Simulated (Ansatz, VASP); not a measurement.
**Two plane-wave programs on SiNi**

```xyz
2
Lattice="0.0000 2.0212 2.0212 2.0212 0.0000 2.0212 2.0212 2.0212 0.0000" Properties=species:S:1:pos:R:3 pbc="T T T"
Ni    0.0000    0.0000    0.0000
Si    2.0212    2.0212    2.0212
```

Change from the starting cell: volume scaled by 0.62, to set the pressure.

Alike in both runs: task single point; functional PBE; k mesh 17 × 17 × 17; occupations fermi-dirac, width 0.1 eV; no spin polarisation.

```csv
,VASP,Ansatz
version,VASP 6.6.1,Ansatz 0.2.0
potentials or method,"VASP PAW PBE potentials, release 64 (Ni, Si)","PAW with Ansatz's default frozen-core files, scalar-relativistic"
plane-wave cutoff (eV),520,420
valence electrons in the cell,14,22
```

|  | VASP | Ansatz | Ansatz less VASP |
| --- | --- | --- | --- |
| pressure (GPa) | 192.8 | 192.4 | -0.40 |

Both programs put the cell under a high pressure, so it lies far from rest at this level. With one functional, cell and mesh, what is left measures potentials, basis and numerics. VASP's potentials hold 14 valence electrons a cell and Ansatz's 22, so a difference there can come from the potentials and not from the codes.

Noted on VASP's run: the cell as given lies far from equilibrium.
